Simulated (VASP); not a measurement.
Write the native input for VASP 6.6.1 that does the following.

| Property | Result |
| --- | --- |
| Task | single point |
| Functional | PBE |
| Dispersion | D3(BJ) |
| Potentials or basis | VASP PAW PBE potentials, release 64 (O, H, N) |
| Cutoff | 520 eV |
| k mesh | 1 × 1 × 1 |
| Occupations | fermi-dirac, width 0.05 eV |
| Spin | no spin polarisation |
| Dipole correction | no |
| Further INCAR settings | ALGO = Normal; EDIFF = 1e-06; NBANDS = 56 |

The structure of H19NO8 lies in POSCAR:

```
H19NO8
1.0
    6.7452640000      0.0000000000      0.0000000000
    0.0000000000      6.7452640000      0.0000000000
    0.0000000000      0.0000000000      6.7452640000
O H N
8 19 1
Direct
    0.6710189549      1.0104867652      0.5645442491
    0.5143164152      0.6690916768      0.7021815603
    0.9339145214      0.7927488086      0.1976942637
    0.2274781239      0.0262554586      0.6019334455
    0.3332263941      0.1671543175      0.1311735167
    0.5612234006      0.4276630240      0.3355391279
    0.0640004602      0.4541408609      0.4260174250
    0.2428963492      0.8176106969     -0.0567509292
    0.7748399470      1.1039004552      0.6269287607
    0.7075334635      0.9932895139      0.4345270993
    0.6338669621      0.5908293582      0.7314910135
    0.5733059521      0.7993756805      0.6651036935
    1.0537170969      0.7634690058      0.1092766718
    0.8275139416      0.7115510972      0.1497939888
    0.3648189307      0.0684331999      0.5772346346
    0.2449422291     -0.0632443741      0.7150794987
    0.4587959789      0.2218445416      0.1897034719
    0.2424664179      0.2099102422      0.2362546522
    0.5059549930      0.5324921308      0.4268031614
    0.6916853069      0.3932536962      0.4067001677
    0.0244912579      0.5777683424      0.3556865973
    0.1270965821      0.4870676670      0.5488888204
    0.2883504634      0.9369685160      0.0168266209
    0.3471324473      0.7328401083     -0.1027684017
    0.9036266038      0.2170559966      0.9432395826
    1.0738793915      0.2404353632      0.7675162899
    0.9101348739      0.4020005740      0.7870855759
    0.9290370251      0.2557646372      0.8027854803
```

These files were run (other wordings do the same):

INCAR

```
SYSTEM = H19NO8
ALGO     = Normal         ! electronic algorithm
EDIFF    = 1E-6           ! SCF threshold, eV
ENCUT    = 520            ! plane-wave cutoff, eV
GGA      = PE             ! functional
GGA_COMPAT= .False.      
ISIF     = 2              ! what is computed and relaxed
ISMEAR   = -1             ! smearing method
IVDW     = 12             ! dispersion correction
LASPH    = .True.         ! aspherical terms in the spheres
LCHARG   = .False.        ! write CHGCAR
LREAL    = .False.        ! projectors in reciprocal space
LWAVE    = .False.        ! write WAVECAR
NBANDS   = 56             ! bands
NELM     = 120            ! most SCF steps
PREC     = Accurate       ! precision mode
SIGMA    = 0.05           ! smearing width, eV
```

KPOINTS

```
k-points
0
Gamma
  1 1 1
  0 0 0
```

Potentials or basis: VASP PAW PBE potentials, release 64 (O, H, N).

Command:

```bash
$ cat potpaw_PBE.64/O/POTCAR potpaw_PBE.64/H/POTCAR potpaw_PBE.64/N/POTCAR > POTCAR
$ mpirun -np 1 vasp_gam > vasp.out
```

Results of the run:

- Pressure: 0.1 GPa
- Largest force: 3.557 eV/Å
- Band gap on the k mesh: 3.79 eV
- Dispersion energy per atom: -0.030 eV

Caveat: the k points lie up to 0.93 Å⁻¹ apart.

Run time: 32 s on 1 thread of Intel(R) Xeon(R) Platinum 8488C (Sapphire Rapids), with other jobs on the host, peak memory 0.32 GiB.
